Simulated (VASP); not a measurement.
Here is a VASP 6.6.1 calculation.

File INCAR:

```
SYSTEM = MgI2
ALGO     = Normal         ! electronic algorithm
EDIFF    = 1E-7           ! SCF threshold, eV
ENCUT    = 520            ! plane-wave cutoff, eV
GGA      = PE             ! functional
ISIF     = 2              ! what is computed and relaxed
ISMEAR   = 0              ! smearing method
IVDW     = 12             ! dispersion correction
LASPH    = .True.         ! aspherical terms in the spheres
LCHARG   = .True.         ! write CHGCAR
LELF     = .True.         ! ELF
LREAL    = .False.        ! projectors in reciprocal space
LVHAR    = .True.       
LWAVE    = .False.        ! write WAVECAR
NBANDS   = 15             ! bands
NELM     = 60             ! most SCF steps
PREC     = Accurate       ! precision mode
SIGMA    = 0.02           ! smearing width, eV
```

Contents of KPOINTS:

```
k-points
0
Gamma
  6 6 4
  0 0 0
```

The input POSCAR:

```
MgI2
1.0
    4.0659952071      0.0000000000      0.0000000000
   -2.0329976036      3.5212551410      0.0000000000
    0.0000000000      0.0000000000      6.6217669712
Mg I
1 2
Direct
    0.0000000000      0.0000000000      0.0000000000
    0.3333333333      0.6666666667      0.2533468970
    0.6666666667      0.3333333333      0.7466531030
```

Potentials or basis: VASP PAW PBE potentials, release 64 (Mg, I).

Launch:

```console
$ cat potpaw_PBE.64/Mg/POTCAR potpaw_PBE.64/I/POTCAR > POTCAR
$ mpirun -np 1 vasp_std > vasp.out
```

Problem. What does it give for the pressure?

Solution. 1.2 GPa.

Problem. Predict the largest force.

Solution. 0.008 eV/Å.

Stress tensor (GPa, compression positive):
```
1.24 0.00 0.00
0.00 1.24 0.00
0.00 0.00 1.14
```
